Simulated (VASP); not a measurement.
Input of a VASP 6.6.1 run:

Contents of INCAR:

```
SYSTEM = InAs4
ALGO = Normal
EDIFF = 1E-6
ENCUT = 520
GGA = PE
ISIF = 2
ISMEAR = 0
IVDW = 12
LASPH = .TRUE.
LCHARG = .TRUE.
LELF = .TRUE.
LREAL = .FALSE.
LVHAR = .TRUE.
LWAVE = .FALSE.
NBANDS = 44
NELM = 60
PREC = Accurate
SIGMA = 0.1
```

KPOINTS

```
k-points
0
G
  6 4 2
  0 0 0
```

Contents of POSCAR:

```
InAs4
1.0
    3.4436234098     -0.0334985820     -0.0157052764
    0.0538216900      5.6270131240     -0.0050749490
    0.0557780420      0.0161947558     11.2584409620
In As
2 8
Direct
    0.5001165835      0.4999557021      0.2499781244
    0.4998733278      0.5000724316      0.7500396168
   -0.0003828610      0.2902119303      0.0591015418
   -0.0001744697      0.2900910565      0.5591436434
    0.0021509884      0.1185502199      0.3549285523
   -0.0001818824      0.1186322047      0.8548720290
    0.9994395993      0.8814922859      0.1451170040
    0.9986055202      0.8813009748      0.6450823128
    1.0001618432      0.7097622544      0.4408672298
    1.0003913509      0.7099309396      0.9408699458
```

Potentials or basis: VASP PAW PBE potentials, release 64 (In_d, As).

Command:

```sh
$ cat potpaw_PBE.64/In_d/POTCAR potpaw_PBE.64/As/POTCAR > POTCAR
$ mpirun -np 1 vasp_std > vasp.out
```

**Question.** Predict the pressure.

**Answer.** 0.2 GPa.

**Question.** What does it give for the band gap on the k mesh?

**Answer.** Zero (band 33 reaches 7.81 eV, above the bottom of band 34 at 4.27 eV).

**Question.** Predict the largest force.

**Answer.** 0.049 eV/Å.

**Question.** Predict the dispersion energy per atom.

**Answer.** -0.411 eV.

Forces on the atoms (eV/Å):
```
In   0.004  0.000  0.000
In  -0.004 -0.001 -0.001
As   0.000  0.042  0.022
As   0.003  0.043  0.022
As  -0.007  0.018 -0.044
As   0.003  0.018 -0.043
As   0.000 -0.019  0.042
As   0.004 -0.016  0.044
As  -0.001 -0.043 -0.022
As  -0.001 -0.043 -0.020
```

Caveat: spin-orbit coupling is left out, which moves the levels of the heavy elements; pairwise dispersion overbinds metals, which lowers pressure and volume.
